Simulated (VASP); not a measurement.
# AlRu (Pm-3m) in VASP: notebook, part 2 of 2

VASP 6.6.1.

### Step 5. Single point, PBE

This run uses another cell than the first one, of 14.91 Å³/atom, 1.068 times its volume.

File INCAR:

```
PREC = Accurate ; ENCUT = 520
EDIFF = 1E-6 ; ISMEAR = 0
SIGMA = 0.1 ; LREAL = False
LASPH = True ; NELM = 100
ALGO = Fast ; ISIF = 2
LWAVE = False ; LCHARG = True
GGA = PE ; LELF = True
LVHAR = True ; NBANDS = 16
```

File KPOINTS:

```
Automatic mesh
0
Gamma
  14 14 14
  0.5 0.5 0.5
```

File POSCAR:

```
AlRu
1.0
    3.1010569263      0.0000000000      0.0000000000
    0.0000000000      3.1010569263      0.0000000000
    0.0000000000      0.0000000000      3.1010569263
Al Ru
1 1
Direct
    0.0000000000      0.0000000000      0.0000000000
    0.5000000000      0.5000000000      0.5000000000
```

Potentials or basis: VASP PAW PBE potentials, release 64 (Al, Ru_pv).

Started as:

```console
> cat potpaw_PBE.64/Al/POTCAR potpaw_PBE.64/Ru_pv/POTCAR > POTCAR
> mpirun -np 1 vasp_std > vasp.out
```

OUTCAR:

```text
PREC = Accurate
   ENCUT = 520
   EDIFF = 1E-6
   ISMEAR = 0
   LREAL = False
   LASPH = True
   NELM = 100
   ISIF = 2
   GGA = PE

 ion  position               nearest neighbor table
   1  0.000  0.000  0.000-   2 2.69   2 2.69   2 2.69   2 2.69   2 2.69   2 2.69   2 2.69   2 2.69

   2  0.500  0.500  0.500-   1 2.69   1 2.69   1 2.69   1 2.69   1 2.69   1 2.69   1 2.69   1 2.69

  LATTYP: Found a simple cubic cell.
 ALAT       =     3.1010569263

  Lattice vectors:

 A1 = (   3.1010569263,   0.0000000000,   0.0000000000)
 A2 = (   0.0000000000,   3.1010569263,   0.0000000000)
 A3 = (   0.0000000000,   0.0000000000,   3.1010569263)

Analysis of symmetry for initial positions (statically):
=====================================================================
 Subroutine PRICEL returns:
 Original cell was already a primitive cell.

 Routine SETGRP: Setting up the symmetry group for a
 simple cubic supercell.

 Subroutine GETGRP returns: Found 48 space group operations
 (whereof 48 operations were pure point group operations)
 out of a pool of 48 trial point group operations.

[... 158 lines left out ...]
  ext. energy  EPLUGINS =         0.00000000
  ---------------------------------------------------
  free energy    TOTEN  =       -14.11936469 eV

  energy without entropy =      -14.10950635  energy(sigma->0) =      -14.11443552

 E-fermi :   9.2644     XC(G=0): -12.0243

 val. band max:        9.2567779595   @ k =   0.3929   0.3929   0.1786
 cond. band min:       9.2774767268   @ k =   0.4643   0.3929   0.1786
 fundamental gap:      0.0206987673
 Fermi energy:         9.2644050137

 k-point     1 :       0.0357    0.0357    0.0357
  band No.  band energies     occupation
      1     -32.4789      2.00000
      2     -32.4787      2.00000
      3     -32.4787      2.00000
      4       0.2790      2.00000
      5       6.2649      2.00000
      6       6.2649      2.00000
[... 433 lines left out ...]
      3     -32.4602      2.00000
      4       3.5814      2.00000
      5       5.7790      2.00000
      6       7.4290      2.00000
[... 8 lines left out ...]
     15      22.9722      0.00000
     16      24.2009      0.00000

 [... further k-points ...]
[... 5 lines left out ...]
  --------------------------------------------------------------------------------------
  -------------------------------------------------------------------------------------
  Total       -2.9539770     -2.9539770     -2.9539770      0.0000000     -0.0000000      0.0000000
  in kB     -158.7042200   -158.7042200   -158.7042200      0.0000000     -0.0000000      0.0000000
  external PRESSURE =    -158.7042200 kB  Pullay stress =       0.0000000 kB

 VOLUME and BASIS-vectors are now :
 -----------------------------------------------------------------------------
  energy-cutoff  :      520.00
  volume of cell :       29.82
      direct lattice vectors                 reciprocal lattice vectors
     3.101056926  0.000000000  0.000000000     0.322470701  0.000000000  0.000000000
     0.000000000  3.101056926  0.000000000     0.000000000  0.322470701  0.000000000
     0.000000000  0.000000000  3.101056926     0.000000000  0.000000000  0.322470701

 POSITION                                       TOTAL-FORCE (eV/Angst)
 -----------------------------------------------------------------------------------
      0.00000      0.00000      0.00000         0.000000      0.000000      0.000000
      1.55053      1.55053      1.55053         0.000000      0.000000      0.000000
 -----------------------------------------------------------------------------------
    total drift:                                0.000000     -0.000000     -0.000000

  FREE ENERGIE OF THE ION-ELECTRON SYSTEM (eV)
  ---------------------------------------------------
  free  energy   TOTEN  =       -14.1193646858 eV

  energy  without entropy=      -14.1095063467  energy(sigma->0) =      -14.11443552
```

OSZICAR:

```text
N       E                     dE             d eps       ncg     rms          rms(c)
DAV:   1     0.111414087630E+03    0.11141E+03   -0.91165E+03  2736   0.971E+02
DAV:   2    -0.129700949856E+02   -0.12438E+03   -0.11855E+03  3200   0.284E+02
DAV:   3    -0.147438318724E+02   -0.17737E+01   -0.17686E+01  3320   0.354E+01
DAV:   4    -0.147579847442E+02   -0.14153E-01   -0.14136E-01  3504   0.328E+00
DAV:   5    -0.147582163086E+02   -0.23156E-03   -0.23088E-03  3336   0.385E-01    0.969E+00
RMM:   6    -0.142363437547E+02    0.52187E+00   -0.20640E+00  2752   0.111E+01    0.230E+00
RMM:   7    -0.141357225402E+02    0.10062E+00   -0.16300E-01  2818   0.316E+00    0.157E+00
RMM:   8    -0.141197191513E+02    0.16003E-01   -0.20604E-02  2897   0.108E+00    0.202E-01
RMM:   9    -0.141193691076E+02    0.35004E-03   -0.14536E-03  3028   0.289E-01    0.112E-01
RMM:  10    -0.141193644215E+02    0.46861E-05   -0.17959E-04  3228   0.120E-01    0.150E-02
RMM:  11    -0.141193651235E+02   -0.70200E-06   -0.37092E-05  3242   0.470E-02    0.141E-02
RMM:  12    -0.141193647586E+02    0.36491E-06   -0.10009E-05  3138   0.241E-02    0.607E-03
RMM:  13    -0.141193646858E+02    0.72856E-07   -0.19052E-06  2615   0.106E-02
   1 F= -.14119365E+02 E0= -.14114436E+02  d E =-.985834E-02
```

stdout:

```text
POSCAR found type information on POSCAR AlRu
 POSCAR found :  2 types and       2 ions
 scaLAPACK will be used
 LDA part: xc-table for (Slater+PW92), standard interpolation
 POSCAR, INCAR and KPOINTS ok, starting setup
 FFT: planning ... GRIDC
 FFT: planning ... GRID_SOFT
 FFT: planning ... GRID
 WAVECAR not read
 entering main loop
WARNING in EDDRMM: call to ZHEGV failed, returncode =   6  3     16
```

Run time: 36 s. Hardware: 1 thread of Intel Xeon 8259CL, shared host; peak memory 0.16 GiB.

What came out:

| Quantity | Value |
| --- | --- |
| Free energy | -14.1194 eV |
| Pressure | -15.9 GPa |

Levels at points of the mesh, in eV from the Fermi level:
```
           k point  band 5  band 6  band 7  band 8  band 9  band 10  band 11  band 12  band 13  band 14
(0.04, 0.04, 0.04)   -3.00   -3.00    0.07    0.10    0.10     5.53     5.53     5.56    10.45    10.45
```

### Step 6. Single point, PBE+D3(BJ)

This run uses another cell than the first one, of 13.23 Å³/atom, 0.947 times its volume.

File INCAR:

```
SYSTEM = AlRu
PREC = Accurate
ENCUT = 600
EDIFF = 1E-6
ISMEAR = 0
SIGMA = 0.1
LREAL = .False.
LASPH = .True.
NELM = 120
ALGO = Normal
ISIF = 2
LWAVE = .False.
LCHARG = .False.
GGA = PE
IVDW = 12
NBANDS = 16
GGA_COMPAT = .False.
```

File KPOINTS:

```
Automatic mesh
0
Gamma
  14 14 14
  0 0 0
```

File POSCAR:

```
AlRu
1.0
    2.9795224413      0.0000000000      0.0000000000
    0.0000000000      2.9795224413      0.0000000000
    0.0000000000      0.0000000000      2.9795224413
Al Ru
1 1
Direct
    0.0000000000      0.0000000000      0.0000000000
    0.5000000000      0.5000000000      0.5000000000
```

Potentials or basis: VASP PAW PBE potentials, release 64 (Al, Ru_sv).

Started as:

```console
> cat potpaw_PBE.64/Al/POTCAR potpaw_PBE.64/Ru_sv/POTCAR > POTCAR
> mpirun -np 1 vasp_std > vasp.out
```

Run time: 15 s. Hardware: 1 thread of Intel Xeon Platinum 8488C (Sapphire Rapids), shared host; peak memory 0.19 GiB.

The run converged. Its results:

* Free energy: -15.3354 eV
* Pressure: -1.5 GPa
* Dispersion energy per atom: -0.522 eV

Levels at points of the mesh, in eV from the Fermi level:
| k point | band 8 | band 9 | band 10 | band 11 | band 12 | band 13 |
| --- | --- | --- | --- | --- | --- | --- |
| (0.00, 0.00, 0.00) | 0.19 | 0.19 | 0.19 | 6.14 | 6.14 | 6.14 |
| (0.50, 0.00, 0.00) | -1.63 | -1.63 | 0.44 | 2.34 | 7.44 | 11.09 |
| (0.50, 0.50, 0.00) | -1.37 | -1.19 | -1.19 | 1.57 | 5.39 | 6.36 |
| (0.50, 0.50, 0.50) | 1.66 | 1.66 | 2.65 | 4.17 | 4.17 | 4.17 |

Caveat: three body term missing; pairwise dispersion overbinds metals, which lowers pressure and volume.

### Step 7. The runs side by side

| level | potentials or basis | cell | k mesh | cutoff (eV) | second run | gap on the mesh (eV) | pressure (GPa) |
| --- | --- | --- | --- | --- | --- | --- | --- |
| PBE | VASP PAW PBE potentials, release 64 (Al, Ru_pv) | a = 3.034 Å, 2 atoms | 14 × 14 × 14 | 520 | - | none | -5.7 |
| PBE | VASP PAW PBE potentials, release 64 (Al, Ru_pv) | a = 3.063 Å, 2 atoms | 14 × 14 × 14 | 520 | - | none | -10.5 |
| PBE | VASP PAW PBE potentials, release 64 (Al, Ru_pv) | a = 3.101 Å, 2 atoms | 14 × 14 × 14 | 520 | - | none | -15.7 |
| PBE | VASP PAW PBE potentials, release 64 (Al, Ru_pv) | a = 3.101 Å, 2 atoms | 14 × 14 × 14, shifted | 520 | - | none | -15.9 |
| PBE+D3(BJ) | VASP PAW PBE potentials, release 64 (Al, Ru_sv) | a = 2.980 Å, 2 atoms | 14 × 14 × 14 | 600 | valence_matched | none | -1.5 |

Alike in all rows: task single point; no spin polarisation; smearing gaussian 0.1 eV.

Caveats: three body term missing (some runs); pairwise dispersion overbinds metals, which lowers pressure and volume (some runs).

Total energies depend on the potentials used, so only differences within one code and one set of settings carry meaning.
